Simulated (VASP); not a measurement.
**Mg2SO: single point with r2SCAN**

Mg2SO:

```
CELL_PARAMETERS angstrom
3.59985 0.00000 0.00000
0.00000 3.59985 0.00000
0.00000 0.00000 4.78427
ATOMIC_POSITIONS crystal
O 0.00000 0.00000 0.00000
Mg 0.00000 0.50000 0.81132
Mg 0.50000 0.00000 0.18868
S 0.50000 0.50000 0.50000
```

```yaml
Program: VASP 6.6.1
Task: single point
Functional: r2SCAN
Potentials_or_basis: VASP PAW PBE potentials, release 64 (O, Mg, S)
Cutoff: 520 eV
k_mesh: 6 × 6 × 4
Occupations: gaussian, width 0.01 eV
Spin: no spin polarisation
```

The pressure is 5.6 GPa and the largest force is 0.123 eV/Å. The band gap on the k mesh is 2.28 eV (least direct gap 2.46 eV).

Forces in eV/Å, atoms in the order of the input:
```
O    0.000  0.000  0.000
Mg   0.000  0.000  0.123
Mg   0.000  0.000 -0.123
S    0.000  0.000  0.000
```

Stress tensor (GPa, compression positive):
```
5.74 0.00 0.00
0.00 5.74 0.00
0.00 0.00 5.20
```

Levels at points of the mesh, in eV from the valence-band top:
```tsv
k point	band 4	band 5	band 6	band 7	band 8	band 9	band 10	band 11	band 12	band 13
(0.00, 0.00, 0.00)	-2.59	-2.59	-0.86	-0.17	-0.17	2.28	5.67	7.30	10.71	10.71
(0.50, 0.00, 0.00)	-3.15	-2.34	-2.20	-2.09	-0.05	4.94	7.51	8.22	8.74	10.13
(0.50, 0.50, 0.00)	-3.97	-1.92	-1.68	-1.68	-1.64	3.71	4.86	7.72	7.72	10.93
(0.00, 0.00, 0.50)	-2.47	-2.47	-2.28	-0.37	-0.37	5.49	6.68	8.03	9.31	10.22
(0.50, 0.00, 0.50)	-3.91	-2.32	-1.19	-1.03	0.00	5.07	7.47	8.42	9.23	9.69
(0.50, 0.50, 0.50)	-3.41	-2.50	-2.50	-2.47	-2.17	6.13	6.80	7.62	7.62	11.06
```

Wall time 40 s on 1 thread of Intel(R) Xeon(R) 6975P-C (Granite Rapids), with other jobs on the host, peak memory 0.19 GiB.

Caveat: the cell stands under pressure; the PAW data sets were made with another functional, which shifts forces and pressure a little. A k mesh can miss the band edges.
